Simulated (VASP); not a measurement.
# Si32O (a cell with a defect) in VASP: single point with PBE

Aim: the single point of Si32O (a cell with a defect) with PBE.

Everything below comes from runs of VASP 6.6.1. Logs are shortened: lines on timing, memory, paths and dates and some standing lists are left out, and cuts for length are marked.

**1. The cell of the first run**

The cell holds a defect, 33 atoms: a = 9.220 Å, b = 9.220 Å, c = 9.992 Å, α = 116.09°, β = 116.09°, γ = 92.69°.

**2. Single point, PBE**

INCAR reads:

```
ALGO     = Normal         # electronic algorithm
EDIFF    = 1E-7           # SCF threshold, eV
ENCUT    = 520            # plane-wave cutoff, eV
GGA      = PE             # functional
ISIF     = 2              # what is computed and relaxed
ISMEAR   = 0              # smearing method
LASPH    = T              # aspherical terms in the spheres
LCHARG   = F              # write CHGCAR
LREAL    = Auto         
LWAVE    = F              # write WAVECAR
NBANDS   = 89             # bands
NELM     = 100            # most SCF steps
PREC     = Accurate       # precision mode
SIGMA    = 0.02           # smearing width, eV
```

KPOINTS reads:

```
Automatic mesh
0
Gamma
  2 2 2
  0.5 0.5 0.5
```

POSCAR reads:

```
Si32O
1.0
   -5.7769209609      3.3353068718      6.3650226989
    5.7769209609     -3.3353068718      6.3650226989
    3.8512806405      6.6706137437     -6.3650226989
Si O
32 1
Direct
    0.2402362144      0.0718774331      0.2490562133
    0.7424952200      0.5741578742      0.2535233426
    0.1182406840      0.4471576076      0.4995922420
    0.6194043311      0.9502400080      0.5026412314
    0.4891132805      0.3235343619      0.7512844676
    0.9942690895      0.7983770469      0.7513131650
    0.8680286723      0.1988189174     -0.0001244105
    0.3698752891      0.6988168547      1.0028543581
    0.3215907955      0.4911143360      0.2459706247
    0.8268522325      0.9964299083      0.2565728812
    0.2042100006      0.8604124812      0.4971198709
    0.6836336328      0.3674856705      0.4935396735
    0.5774899131      0.7455867604      0.7512736852
    0.0481875871      0.2716107065      0.7512270771
    0.9413658172      0.6251031924      1.0089343129
    0.4583205966      0.1147032426      0.0054187935
    0.4180281092      0.2590557433      0.2418797486
    0.9274292257      0.7684415675      0.2606400907
    0.3063845435      0.6328671975      0.4985623463
    0.7870266631      0.1435773377      0.4923523036
    0.6743331041      0.5140031327      0.7512531136
    0.1921841362     -0.0316185518      0.7512712547
    0.0460400801      0.4023736038      0.0101847675
    0.5590179063      0.8856243837      1.0039294862
    0.5136503979      0.6784847808      0.2524346806
    0.0124267326      0.1772446506      0.2500422598
    0.3888431200      0.0531729864      0.5014562715
    0.8820849555      0.5394475828      0.4944396937
    0.7734641756      0.9265365272      0.7512465057
    0.2597860863      0.4289240360      0.7512406142
    0.1389127274      0.7962473534      1.0081170869
    0.6387272181      0.3030642980      0.0011445957
    0.0733016859      0.0962313985     -0.2494651071
```

Potentials or basis: VASP PAW PBE potentials, release 64 (Si, O).

Run with:

```console
$ cat potpaw_PBE.64/Si/POTCAR potpaw_PBE.64/O/POTCAR > POTCAR
$ mpirun -np 1 vasp_std > vasp.out
```

OUTCAR:

```text
EDIFF = 1E-7
   ENCUT = 520
   GGA = PE
   ISIF = 2
   ISMEAR = 0
   LASPH = T
   LREAL = Auto
   NELM = 100
   PREC = Accurate

 ion  position               nearest neighbor table
   1  0.240  0.072  0.249-  31 2.35  26 2.36  17 2.37  27 2.37
   2  0.742  0.574  0.254-  28 2.35  25 2.36  18 2.37  32 2.37
   3  0.118  0.447  0.500-  26 2.35  30 2.36  28 2.36  19 2.39
   4  0.619  0.950  0.503-  27 2.37  25 2.37  20 2.37  29 2.37
   5  0.489  0.324  0.751-  32 2.36  27 2.36  30 2.37  21 2.39
   6  0.994  0.798  0.751-  31 2.32  28 2.32  22 2.35  29 2.40
[... 24 lines left out ...]
  31  0.139  0.796  0.008-   6 2.32   1 2.35  15 2.36   8 2.36
  32  0.639  0.303  0.001-   5 2.36   7 2.37   2 2.37  16 2.38
  33  0.073  0.096  0.751-  14 1.64  22 1.65

  LATTYP: Found a face centered orthorhombic cell.
 ALAT       =    12.7300453978
 B/A-ratio  =     1.0480109906
 C/A-ratio  =     1.2101388550

  Lattice vectors:

 A1 = (   9.6282016014,   3.3353068719,   0.0000000000)
 A2 = (   3.8512806405,   6.6706137437,   6.3650226989)
 A3 = (   5.7769209609,  -3.3353068718,   6.3650226989)

Analysis of symmetry for initial positions (statically):
=====================================================================
 Subroutine PRICEL returns:
 Original cell was already a primitive cell.

 Routine SETGRP: Setting up the symmetry group for a
 face centered orthorhombic supercell.

 Subroutine GETGRP returns: Found  1 space group operations
 (whereof  1 operations were pure point group operations)
 out of a pool of  8 trial point group operations.

The static configuration has the point symmetry C_1 .

Analysis of symmetry for dynamics (positions and initial velocities):
=====================================================================
 Subroutine PRICEL returns:
 Original cell was already a primitive cell.

 Routine SETGRP: Setting up the symmetry group for a
 face centered orthorhombic supercell.

 Subroutine GETGRP returns: Found  1 space group operations
 (whereof  1 operations were pure point group operations)
 out of a pool of  8 trial point group operations.

The dynamic configuration has the point symmetry C_1 .

 Subroutine INISYM returns: Found  1 space group operations
 (whereof  1 operations are pure point group operations),
 and found     1 'primitive' translations

----------------------------------------------------------------------------------------

                                     Primitive cell

  volume of cell :     654.0801

  direct lattice vectors                    reciprocal lattice vectors
    -5.776920961  3.335306872  6.365022699    -0.032456736  0.093694527  0.078554315
     5.776920961 -3.335306872  6.365022699     0.097370209  0.018738905  0.078554315
     3.851280641  6.670613744 -6.365022699     0.064913473  0.112433432  0.000000000

  length of vectors
     9.220119396  9.220119396  9.992145127     0.126502508  0.126502508  0.129826945

  position of ions in fractional coordinates (direct lattice)
     0.240236214  0.071877433  0.249056213
     0.742495220  0.574157874  0.253523343
     0.118240684  0.447157608  0.499592242
     0.619404331  0.950240008  0.502641231
     0.489113280  0.323534362  0.751284468
     0.994269090  0.798377047  0.751313165
[... 25 lines left out ...]
     0.638727218  0.303064298  0.001144596
     0.073301686  0.096231399  0.750534893

  ion indices of the primitive-cell ions
   primitive index   ion index
                 1           1
                 2           2
                 3           3
                 4           4
                 5           5
                 6           6
[... 25 lines left out ...]
                32          32
                33          33

----------------------------------------------------------------------------------------

 KPOINTS: Automatic mesh

Automatic generation of k-mesh.
 Grid dimensions read from file:
 generate k-points for:    2    2    2

 Generating k-lattice:

  Cartesian coordinates                     Fractional coordinates (reciprocal lattice)
    -0.016228368  0.046847264  0.039277158     0.500000000  0.000000000 -0.000000000
     0.048685104  0.009369453  0.039277158     0.000000000  0.500000000  0.000000000
     0.032456736  0.056216716  0.000000000     0.000000000  0.000000000  0.500000000

  Length of vectors
     0.063251254  0.063251254  0.064913473

  Shift w.r.t. Gamma in fractional coordinates (k-lattice)
     0.500000000  0.500000000  0.500000000

 Subroutine IBZKPT returns following result:
 ===========================================

 Found      4 irreducible k-points:

 Following reciprocal coordinates:
            Coordinates               Weight
  0.250000  0.250000  0.250000      2.000000
 -0.250000  0.250000  0.250000      2.000000
 -0.250000  0.250000 -0.250000      2.000000
 -0.250000 -0.250000  0.250000      2.000000
   k-points           NKPTS =      4   k-points in BZ     NKDIM =      4   number of bands    NBANDS=     89
   number of dos      NEDOS =    301   number of ions     NIONS =     33
   total plane-waves  NPLWV = 392000
   dimension x,y,z NGX =    70 NGY =   70 NGZ =   80
   dimension x,y,z NGXF=   140 NGYF=  140 NGZF=  160
   ions per type =              32   1
   NGX,Y,Z   is equivalent  to a cutoff of  12.62, 12.62, 13.31 a.u.
   NGXF,Y,Z  is equivalent  to a cutoff of  25.24, 25.24, 26.62 a.u.
 SYSTEM =  unknown system
   PREC   = accura    normal or accurate (medium, high low for compatibility)
   ISTART =      0    job   : 0-new  1-cont  2-samecut
   ICHARG =      2    charge: 1-file 2-atom 10-const
   ISPIN  =      1    spin polarized calculation?
   LNONCOLLINEAR =      F non collinear calculations
   LSORBIT =      F    spin-orbit coupling
   LASPH  =      T    aspherical Exc in radial PAW
   ENCUT  =  520.0 eV  38.22 Ry    6.18 a.u.  17.14 17.14 18.58*2*pi/ulx,y,z
   NELM   =    100;   NELMIN=  2; NELMDL= -5     # of ELM steps
   EDIFF  = 0.1E-06   stopping-criterion for ELM
   LREAL  =      T    real-space projection
   EDIFFG = 0.1E-05   stopping-criterion for IOM
   NSW    =      0    number of steps for IOM
   IBRION =     -1    ionic relax: 0-MD 1-quasi-New 2-CG
   NFREE  =      0    steps in history (QN), initial steepest desc. (CG)
   ISIF   =      2    stress and relaxation
   ISYM   =      2    0-nonsym 1-usesym 2-fastsym
   POTIM  = 0.5000    time-step for ionic-motion
   TEBEG  =    0.0;   TEEND  =   0.0 temperature during run
   PSTRESS=    0.0 pullay stress
   NELECT =     134.0000    total number of electrons
   NUPDOWN=      -1.0000    fix difference up-down
   EMIN   =  10.00;   EMAX   =-10.00  energy-range for DOS
   EFERMI =   0.00;   METHOD = LEGACY
   ISMEAR =     0;   SIGMA  =   0.02  broadening in eV -4-tet -1-fermi 0-gaus
   EFERMI_NEDOS =   21; number of points for ismear=-14 and -15
   IALGO  =     38    algorithm
   IMIX   =      4    mixing-type and parameters
     AMIX     =   0.40;   BMIX     =  1.00
     AMIX_MAG =   1.60;   BMIX_MAG =  1.00
  volume/ion in A,a.u.               =      19.82       133.76
  Fermi-wavevector in a.u.,A,eV,Ry     =   0.965086  1.823749 12.672350  0.931391
  Thomas-Fermi vector in A             =   2.094773
   LORBIT       =      0    0 simple, 1 ext, 2 COOP (PROOUT), +10 PAW based schemes
   GGA     = PE    functional components
   LHFCALC =     F    Hartree Fock is set to
   AEXX    =    0.0000 exact exchange contribution
   IVDW    =     0    specifies the selected vdW correction
   LEPSILON=     F    determine dielectric tensor
   LRPA    =     F    only Hartree local field effects (RPA)
 non-spin polarized calculation
 Gauss-broadening in eV      SIGMA  =   0.02
  energy-cutoff  :      520.00
  volume of cell :      654.08
 maximum number of plane-waves:     17670
 NGX is ok and might be reduce to    70
   NGX = 35   NGY = 35   NGZ = 37

 number of electron     134.0000001 magnetization

 Free energy of the ion-electron system (eV)
  ---------------------------------------------------
  ext. energy  EPLUGINS =         0.00000000
  ---------------------------------------------------
  free energy    TOTEN  =      -180.58525690 eV

  energy without entropy =     -180.58525690  energy(sigma->0) =     -180.58525690

 E-fermi :   5.6684     XC(G=0):  -9.3770

 val. band max:        5.5396027579   @ k =  -0.2500  -0.2500   0.2500
 cond. band min:       6.4449515113   @ k =  -0.2500  -0.2500   0.2500
 fundamental gap:      0.9053487534
 Fermi energy:         5.6683855976

 k-point     1 :       0.2500    0.2500    0.2500
  band No.  band energies     occupation
      1     -14.7260      2.00000
      2      -5.5315      2.00000
      3      -5.4784      2.00000
      4      -5.3662      2.00000
      5      -5.0437      2.00000
      6      -4.5060      2.00000
[... 71 lines left out ...]
     78       8.1434      0.00000
     79       8.2747      0.00000

 k-point     2 :      -0.2500    0.2500    0.2500
  band No.  band energies     occupation
      1     -14.7260      2.00000
      2      -5.8478      2.00000
      3      -5.1984      2.00000
      4      -5.0665      2.00000
      5      -4.8716      2.00000
      6      -4.7249      2.00000
[... 71 lines left out ...]
     78       8.0832      0.00000
     79       8.2083      0.00000

 k-point     3 :      -0.2500    0.2500   -0.2500
  band No.  band energies     occupation
      1     -14.7260      2.00000
      2      -5.8478      2.00000
      3      -5.1983      2.00000
      4      -5.0665      2.00000
      5      -4.8714      2.00000
      6      -4.7251      2.00000
[... 71 lines left out ...]
     78       8.0833      0.00000
     79       8.2083      0.00000

 k-point     4 :      -0.2500   -0.2500    0.2500
  band No.  band energies     occupation
      1     -14.7260      2.00000
      2      -5.9241      2.00000
      3      -5.2174      2.00000
      4      -4.8194      2.00000
      5      -4.7831      2.00000
      6      -4.6182      2.00000
[... 71 lines left out ...]
     78       8.1118      0.00000
     79       8.2219      0.00000
 [bands above 79 left out]

------------------------ aborting loop because EDIFF is reached ----------------------------------------

  FORCE on cell =-STRESS in cart. coord.  units (eV):
  Direction    XX          YY          ZZ          XY          YZ          ZX
  --------------------------------------------------------------------------------------
  -------------------------------------------------------------------------------------
  Total       10.1846053      5.2554314      3.6645961     -4.2812765     -1.8681608      3.2194173
  in kB       24.9473187     12.8732452      8.9764744    -10.4870405     -4.5760833      7.8860031
  external PRESSURE =      15.5990128 kB  Pullay stress =       0.0000000 kB

 VOLUME and BASIS-vectors are now :
 -----------------------------------------------------------------------------
  energy-cutoff  :      520.00
  volume of cell :      654.08
      direct lattice vectors                 reciprocal lattice vectors
    -5.776920961  3.335306872  6.365022699    -0.032456736  0.093694527  0.078554315
     5.776920961 -3.335306872  6.365022699     0.097370209  0.018738905  0.078554315
     3.851280641  6.670613744 -6.365022699     0.064913473  0.112433432  0.000000000

 POSITION                                       TOTAL-FORCE (eV/Angst)
 -----------------------------------------------------------------------------------
     -0.01341      2.22289      0.40136        -0.014825      0.019125     -0.022064
      0.00392      2.25261      6.76685        -0.023063      0.002019     -0.022497
      3.82420      2.23555      0.41886        -0.010452     -0.006221      0.002372
      3.84702      2.24949      6.79150        -0.020196      0.020450     -0.009320
      1.93687      5.56379      0.39058        -0.008073      0.003405     -0.025228
      1.76187      5.66508      6.62811         0.021464     -0.014124     -0.035095
[... 25 lines left out ...]
     -1.93469      1.12717      5.98724        -0.027352      0.001479     -0.027879
      3.02298      4.93005     -3.69809        -0.055579      0.034568      0.332558
 -----------------------------------------------------------------------------------
    total drift:                                0.003548      0.004135     -0.016597

  FREE ENERGIE OF THE ION-ELECTRON SYSTEM (eV)
  ---------------------------------------------------
  free  energy   TOTEN  =      -180.5852568955 eV

  energy  without entropy=     -180.5852568955  energy(sigma->0) =     -180.58525690
```

Wall time 6.8 min (1 thread of Intel Xeon 6975P-C (Granite Rapids), shared host); peak memory 0.75 GiB.

What came out:

```
Free energy            : -180.5853 eV
Pressure               : 1.6 GPa
Largest force          : 0.339 eV/Å
Band gap on the k mesh : 0.91 eV
```

Forces in eV/Å, atoms in the order of the input:
```
Si  -0.015  0.019 -0.022
Si  -0.023  0.002 -0.022
Si  -0.010 -0.006  0.002
Si  -0.020  0.020 -0.009
Si  -0.008  0.003 -0.025
Si   0.021 -0.014 -0.035
Si  -0.029  0.009 -0.009
Si  -0.001  0.011  0.003
Si  -0.011 -0.016 -0.006
Si   0.011  0.016 -0.007
Si  -0.029  0.022 -0.038
Si   0.028 -0.039 -0.014
Si  -0.004  0.000 -0.023
Si   0.184 -0.108  0.129
Si   0.045 -0.001 -0.017
Si  -0.035  0.016 -0.038
Si  -0.003 -0.024 -0.017
Si   0.018  0.016 -0.016
Si  -0.028 -0.004 -0.006
Si   0.042 -0.036 -0.004
Si   0.004 -0.001 -0.020
Si  -0.051  0.025 -0.036
Si   0.055 -0.021 -0.006
Si  -0.008  0.028 -0.004
Si  -0.016  0.006 -0.009
Si  -0.013  0.012 -0.007
Si  -0.017  0.023 -0.029
Si  -0.007  0.005 -0.013
Si  -0.011  0.006 -0.028
Si   0.023 -0.013  0.038
Si  -0.007  0.007 -0.015
Si  -0.027  0.001 -0.028
O   -0.056  0.035  0.333
```
